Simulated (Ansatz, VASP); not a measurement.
**Two plane-wave programs on Ge2PdF6**

```
CELL_PARAMETERS angstrom
0.00000 4.13447 4.13447
4.13447 0.00000 4.13447
4.13447 4.13447 0.00000
ATOMIC_POSITIONS crystal
Ge 0.75000 0.75000 0.75000
Ge 0.25000 0.25000 0.25000
Pd 0.00000 0.00000 0.00000
F 0.50000 0.00000 0.00000
F 0.00000 0.50000 0.50000
F 0.00000 0.50000 0.00000
F 0.50000 0.00000 0.50000
F 0.00000 0.00000 0.50000
F 0.50000 0.50000 0.00000
```

Change from the starting cell: ordered vacancies on the A sites of perovskite (Fm-3m, No. 225).

Alike in both runs: functional PBE; k mesh 4 × 4 × 4; occupations gaussian, width 0.1 eV; no spin polarisation.

Ansatz relaxed the structure, and its values are those at the end. VASP's run is a single point on that final structure, the one shown.

|  | VASP | Ansatz |
| --- | --- | --- |
| version | VASP 6.6.1 | Ansatz 0.2.0 |
| potentials or method | VASP PAW PBE potentials, release 64 (Ge_d, Pd, F), cutoff 520 eV | scalar-relativistic, plane waves, PAW |
| valence electrons in the cell | 80 | 88 |

```csv
,VASP,Ansatz,Ansatz less VASP
gap on the k mesh at the Fermi level (eV),none,none,-
pressure (GPa),0.0,0.0,-0.04
```

A gap of «none» marks a metal or a gap that the smearing closes. The functional is the same, so the differences come from potentials, cutoffs and numerics. VASP's potentials hold 80 valence electrons a cell and Ansatz's 88, so a difference there can come from the potentials and not from the codes.
